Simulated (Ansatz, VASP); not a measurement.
# SnO2: VASP beside Ansatz

```xyz
3
Lattice="0.0000 2.5741 2.5741 2.5741 0.0000 2.5741 2.5741 2.5741 0.0000" Properties=species:S:1:pos:R:3 pbc="T T T"
Sn    0.0000    0.0000    0.0000
O     1.2871    1.2871    1.2871
O     3.7892    3.5748    3.6302
```

Change from the starting cell: one atom moved.

Alike in both runs: task single point; functional PBE; k mesh 12 × 12 × 12; occupations gaussian, width 0.1 eV; no spin polarisation.

|  | VASP | Ansatz |
| --- | --- | --- |
| version | VASP 6.6.1 | Ansatz 0.2.0 |
| potentials or method | VASP PAW PBE potentials, release 64 (Sn_d, O), cutoff 520 eV | scalar-relativistic, plane waves, PAW |
| valence electrons in the cell | 26 | 26 |

```tsv
	VASP	Ansatz	Ansatz less VASP
gap on the k mesh at the Fermi level (eV)	none	none	-
pressure (GPa)	7.5	6.9	-0.56
traceless stress, the component that is largest in VASP (GPa)	-4.96	-4.70	+0.262
rms of the force components (eV/Å)	1.510	1.492	-0.0177
```

Atom by atom the forces differ by 0.024 eV/Å (rms over components). A gap of «none» marks a metal or a gap that the smearing closes.
